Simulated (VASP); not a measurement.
# Al (Pm-3m) in VASP: further runs

The runs below take Al through single point, with LDA.

All numbers are computed with VASP 6.6.1; they aren't measurements. Logs are shortened: lines on timing, memory, paths and dates and some standing lists are left out, and cuts for length are marked.

### 1 The cell of the first run

It takes space group Pm-3m (No. 221, cubic). Conventional cell: a = 2.571 Å, b = 2.571 Å, c = 2.571 Å, α = 90.00°, β = 90.00°, γ = 90.00°. Al (site symmetry m-3m) has 6 Al at 2.57 Å within 3.4 Å.

### 2 Single point, LDA (volume scaled by 0.88)

INCAR reads:

```
PREC = Accurate
ENCUT = 520
EDIFF = 1E-6
ISMEAR = -1
SIGMA = 0.1
LREAL = F
LASPH = T
NELM = 60
ALGO = Normal
ISIF = 2
LWAVE = F
LCHARG = F
GGA = CA
NBANDS = 8
```

KPOINTS reads:

```
Automatic mesh
0
Gamma
  13 13 13
```

POSCAR reads:

```
Al
1.0
    2.5705251223      0.0000000000      0.0000000000
    0.0000000000      2.5705251223      0.0000000000
    0.0000000000      0.0000000000      2.5705251223
Al
1
Direct
    0.0000000000      0.0000000000      0.0000000000
```

Potentials or basis: VASP PAW LDA potentials, release 64 (Al).

Run with:

```console
$ cat potpaw_LDA.64/Al/POTCAR > POTCAR
$ mpirun -np 1 vasp_std > vasp.out
```

OUTCAR:

```text
PREC = Accurate
   ENCUT = 520
   EDIFF = 1E-6
   ISMEAR = -1
   LREAL = F
   LASPH = T
   NELM = 60
   ISIF = 2
   GGA = CA

 ion  position               nearest neighbor table
   1  0.000  0.000  0.000-

  LATTYP: Found a simple cubic cell.
 ALAT       =     2.5705251223

  Lattice vectors:

 A1 = (   2.5705251223,   0.0000000000,   0.0000000000)
 A2 = (   0.0000000000,   2.5705251223,   0.0000000000)
 A3 = (   0.0000000000,   0.0000000000,   2.5705251223)

Analysis of symmetry for initial positions (statically):
=====================================================================
 Subroutine PRICEL returns:
 Original cell was already a primitive cell.

 Routine SETGRP: Setting up the symmetry group for a
 simple cubic supercell.

 Subroutine GETGRP returns: Found 48 space group operations
 (whereof 48 operations were pure point group operations)
 out of a pool of 48 trial point group operations.

The static configuration has the point symmetry O_h .

Analysis of symmetry for dynamics (positions and initial velocities):
=====================================================================
 Subroutine PRICEL returns:
 Original cell was already a primitive cell.

 Routine SETGRP: Setting up the symmetry group for a
 simple cubic supercell.

 Subroutine GETGRP returns: Found 48 space group operations
 (whereof 48 operations were pure point group operations)
 out of a pool of 48 trial point group operations.

The dynamic configuration has the point symmetry O_h .

 Subroutine INISYM returns: Found 48 space group operations
 (whereof 48 operations are pure point group operations),
 and found     1 'primitive' translations

----------------------------------------------------------------------------------------

                                     Primitive cell

  volume of cell :      16.9850

  direct lattice vectors                    reciprocal lattice vectors
     2.570525122  0.000000000  0.000000000     0.389025570  0.000000000  0.000000000
     0.000000000  2.570525122  0.000000000     0.000000000  0.389025570  0.000000000
     0.000000000  0.000000000  2.570525122     0.000000000  0.000000000  0.389025570

  length of vectors
     2.570525122  2.570525122  2.570525122     0.389025570  0.389025570  0.389025570

  position of ions in fractional coordinates (direct lattice)
     0.000000000  0.000000000  0.000000000

  ion indices of the primitive-cell ions
   primitive index   ion index
                 1           1

----------------------------------------------------------------------------------------

 KPOINTS: Automatic mesh

Automatic generation of k-mesh.
 Grid dimensions read from file:
 generate k-points for:   13   13   13

 Generating k-lattice:

  Cartesian coordinates                     Fractional coordinates (reciprocal lattice)
     0.029925044  0.000000000  0.000000000     0.076923077  0.000000000  0.000000000
     0.000000000  0.029925044  0.000000000     0.000000000  0.076923077  0.000000000
     0.000000000  0.000000000  0.029925044     0.000000000  0.000000000  0.076923077

  Length of vectors
     0.029925044  0.029925044  0.029925044

  Shift w.r.t. Gamma in fractional coordinates (k-lattice)
     0.000000000  0.000000000  0.000000000

 Subroutine IBZKPT returns following result:
 ===========================================

 Found     84 irreducible k-points:

 Following reciprocal coordinates:
            Coordinates               Weight
  0.000000  0.000000  0.000000      1.000000
  0.076923  0.000000  0.000000      6.000000
  0.153846  0.000000  0.000000      6.000000
  0.230769  0.000000  0.000000      6.000000
  0.307692  0.000000  0.000000      6.000000
  0.384615  0.000000  0.000000      6.000000
[... 16 lines left out ...]
  0.307692  0.307692  0.000000     12.000000
  0.384615  0.307692  0.000000     24.000000
 [... further k-points ...]
   k-points           NKPTS =     84   k-points in BZ     NKDIM =     84   number of bands    NBANDS=      8
   number of dos      NEDOS =    301   number of ions     NIONS =      1
   total plane-waves  NPLWV =   8000
   dimension x,y,z NGX =    20 NGY =   20 NGZ =   20
   dimension x,y,z NGXF=    40 NGYF=   40 NGZF=   40
   ions per type =               1
   NGX,Y,Z   is equivalent  to a cutoff of  12.93, 12.93, 12.93 a.u.
   NGXF,Y,Z  is equivalent  to a cutoff of  25.87, 25.87, 25.87 a.u.
 SYSTEM =  unknown system
   PREC   = accura    normal or accurate (medium, high low for compatibility)
   ISTART =      0    job   : 0-new  1-cont  2-samecut
   ICHARG =      2    charge: 1-file 2-atom 10-const
   ISPIN  =      1    spin polarized calculation?
   LNONCOLLINEAR =      F non collinear calculations
   LSORBIT =      F    spin-orbit coupling
   LASPH  =      T    aspherical Exc in radial PAW
   ENCUT  =  520.0 eV  38.22 Ry    6.18 a.u.   4.78  4.78  4.78*2*pi/ulx,y,z
   NELM   =     60;   NELMIN=  2; NELMDL= -5     # of ELM steps
   EDIFF  = 0.1E-05   stopping-criterion for ELM
   LREAL  =      F    real-space projection
   EDIFFG = 0.1E-04   stopping-criterion for IOM
   NSW    =      0    number of steps for IOM
   IBRION =     -1    ionic relax: 0-MD 1-quasi-New 2-CG
   NFREE  =      0    steps in history (QN), initial steepest desc. (CG)
   ISIF   =      2    stress and relaxation
   ISYM   =      2    0-nonsym 1-usesym 2-fastsym
   POTIM  = 0.5000    time-step for ionic-motion
   TEBEG  =    0.0;   TEEND  =   0.0 temperature during run
   PSTRESS=    0.0 pullay stress
   NELECT =       3.0000    total number of electrons
   NUPDOWN=      -1.0000    fix difference up-down
   EMIN   =  10.00;   EMAX   =-10.00  energy-range for DOS
   EFERMI =   0.00;   METHOD = LEGACY
   ISMEAR =    -1;   SIGMA  =   0.10  broadening in eV -4-tet -1-fermi 0-gaus
   EFERMI_NEDOS =   21; number of points for ismear=-14 and -15
   IALGO  =     38    algorithm
   IMIX   =      4    mixing-type and parameters
     AMIX     =   0.40;   BMIX     =  1.00
     AMIX_MAG =   1.60;   BMIX_MAG =  1.00
  volume/ion in A,a.u.               =      16.99       114.62
  Fermi-wavevector in a.u.,A,eV,Ry     =   0.918530  1.735770 11.479202  0.843698
  Thomas-Fermi vector in A             =   2.043622
   LORBIT       =      0    0 simple, 1 ext, 2 COOP (PROOUT), +10 PAW based schemes
   GGA     = CA    functional components
   LHFCALC =     F    Hartree Fock is set to
   AEXX    =    0.0000 exact exchange contribution
   IVDW    =     0    specifies the selected vdW correction
   LEPSILON=     F    determine dielectric tensor
   LRPA    =     F    only Hartree local field effects (RPA)
 non-spin polarized calculation
  energy-cutoff  :      520.00
  volume of cell :       16.99
 maximum number of plane-waves:       466
 NGX is ok and might be reduce to    20
   NGX =  9   NGY =  9   NGZ =  9

 number of electron       3.0000000 magnetization

 Free energy of the ion-electron system (eV)
  ---------------------------------------------------
  ext. energy  EPLUGINS =         0.00000000
  ---------------------------------------------------
  free energy    TOTEN  =        -3.73850731 eV

  energy without entropy =       -3.72260158  energy(sigma->0) =       -3.73055445

 E-fermi :   7.0462     XC(G=0): -10.1740

 val. band max:        6.9623862597   @ k =   0.3846   0.3846   0.0000
 cond. band min:       7.0782887738   @ k =   0.3846   0.3846   0.0769
 fundamental gap:      0.1159025140
 Fermi energy:         7.0461582330

 k-point     1 :       0.0000    0.0000    0.0000
  band No.  band energies     occupation
      1      -3.5110      2.00000
      2      15.4628      0.00000
      3      15.4628      0.00000
      4      17.4320      0.00000
      5      17.4320      0.00000
      6      17.4320      0.00000
      7      24.6138      0.00000
      8      33.2518      0.00000

 k-point     2 :       0.0769    0.0000    0.0000
  band No.  band energies     occupation
      1      -3.3797      2.00000
      2      13.7585      0.00000
      3      15.5728      0.00000
      4      17.5390      0.00000
      5      17.5390      0.00000
      6      18.8934      0.00000
      7      25.1379      0.00000
      8      32.2737      0.00000

 k-point     3 :       0.1538    0.0000    0.0000
  band No.  band energies     occupation
      1      -2.9869      2.00000
      2      11.3372      0.00000
      3      15.8971      0.00000
      4      17.8599      0.00000
      5      17.8599      0.00000
      6      20.5654      0.00000
      7      26.6956      0.00000
      8      30.3086      0.00000

 k-point     4 :       0.2308    0.0000    0.0000
  band No.  band energies     occupation
      1      -2.3355      2.00000
      2       8.9546      0.00000
      3      16.4143      0.00000
      4      18.3950      0.00000
      5      18.3950      0.00000
      6      21.8736      0.00000
      7      28.2033      0.00000
      8      28.2033      0.00000

 k-point     5 :       0.3077    0.0000    0.0000
  band No.  band energies     occupation
      1      -1.4309      2.00000
      2       6.7149      1.92971
      3      17.0749      0.00000
      4      19.1441      0.00000
      5      19.1441      0.00000
      6      23.0328      0.00000
      7      26.2038      0.00000
      8      26.2038      0.00000
[... 177 lines left out ...]
 k-point    22 :       0.4615    0.2308    0.0000
  band No.  band energies     occupation
      1       2.2119      2.00000
      2       3.9546      2.00000
      3      13.1699      0.00000
      4      15.3691      0.00000
      5      22.1146      0.00000
      6      23.7336      0.00000
      7      24.2164      0.00000
      8      26.6665      0.00000

 k-point    23 :       0.3077    0.3077    0.0000
  band No.  band energies     occupation
      1       0.6207      2.00000
      2       7.8950      0.00041
      3       9.5982      0.00000
      4      16.5324      0.00000
      5      20.8134      0.00000
      6      23.1982      0.00000
      7      26.8235      0.00000
      8      28.8673      0.00000

 k-point    24 :       0.3846    0.3077    0.0000
  band No.  band energies     occupation
      1       1.7525      2.00000
      2       6.4903      1.99232
      3      10.0236      0.00000
      4      14.6794      0.00000
      5      21.7348      0.00000
      6      24.2011      0.00000
      7      25.7091      0.00000
      8      28.9467      0.00000

 [... further k-points ...]

------------------------ aborting loop because EDIFF is reached ----------------------------------------

  FORCE on cell =-STRESS in cart. coord.  units (eV):
  Direction    XX          YY          ZZ          XY          YZ          ZX
  --------------------------------------------------------------------------------------
  -------------------------------------------------------------------------------------
  Total        1.1257884      1.1257884      1.1257884      0.0000000     -0.0000000      0.0000000
  in kB      106.1944427    106.1944427    106.1944427      0.0000000     -0.0000000      0.0000000
  external PRESSURE =     106.1944427 kB  Pullay stress =       0.0000000 kB

 VOLUME and BASIS-vectors are now :
 -----------------------------------------------------------------------------
  energy-cutoff  :      520.00
  volume of cell :       16.99
      direct lattice vectors                 reciprocal lattice vectors
     2.570525122  0.000000000  0.000000000     0.389025570  0.000000000  0.000000000
     0.000000000  2.570525122  0.000000000     0.000000000  0.389025570  0.000000000
     0.000000000  0.000000000  2.570525122     0.000000000  0.000000000  0.389025570

 POSITION                                       TOTAL-FORCE (eV/Angst)
 -----------------------------------------------------------------------------------
      0.00000      0.00000      0.00000         0.000000      0.000000      0.000000
 -----------------------------------------------------------------------------------
    total drift:                               -0.000000      0.000000      0.000000

  FREE ENERGIE OF THE ION-ELECTRON SYSTEM (eV)
  ---------------------------------------------------
  free  energy   TOTEN  =        -3.7385073117 eV

  energy  without entropy=       -3.7226015785  energy(sigma->0) =       -3.73055445
```

It took 4 s on 1 thread of Intel Xeon Platinum 8488C (Sapphire Rapids), shared host; peak memory 0.11 GiB.

What came out:

- Free energy: -3.7385 eV
- Pressure: 10.6 GPa

Levels at points of the mesh, in eV from the Fermi level:
```
           k point  band 1  band 2  band 3  band 4  band 5  band 6
(0.00, 0.00, 0.00)  -10.56    8.42    8.42   10.39   10.39   10.39
```

### 3 Single point, LDA (volume scaled by 0.92)

INCAR reads:

```
PREC = Accurate ; ENCUT = 520
EDIFF = 1E-7 ; ISMEAR = -1
SIGMA = 0.1 ; LREAL = False
LASPH = True ; NELM = 60
ALGO = Normal ; ISIF = 2
LWAVE = False ; LCHARG = True
LELF = True ; LVHAR = True
NBANDS = 8
```

KPOINTS reads:

```
regular mesh
0
Gamma
  13 13 13
```

POSCAR reads:

```
Al
1.0
    2.6088968261      0.0000000000      0.0000000000
    0.0000000000      2.6088968261      0.0000000000
    0.0000000000      0.0000000000      2.6088968261
Al
1
Direct
    0.0000000000      0.0000000000      0.0000000000
```

Potentials or basis: VASP PAW LDA potentials, release 64 (Al).

Run with:

```console
$ cat potpaw_LDA.64/Al/POTCAR > POTCAR
$ mpirun -np 1 vasp_std > vasp.out
```

Run time: 4.3 s. Hardware: 1 thread of Intel Xeon Platinum 8488C (Sapphire Rapids), shared host; peak memory 0.11 GiB.

The run converged. Its results:

```yaml
Free_energy: -3.7790 eV
Pressure: 6.3 GPa
```

Levels at points of the mesh, in eV from the Fermi level:
| k point | band 1 | band 2 | band 3 | band 4 | band 5 | band 6 |
| --- | --- | --- | --- | --- | --- | --- |
| (0.00, 0.00, 0.00) | -10.28 | 8.31 | 8.31 | 10.02 | 10.02 | 10.02 |

(Part 1 of 3 ends here.)
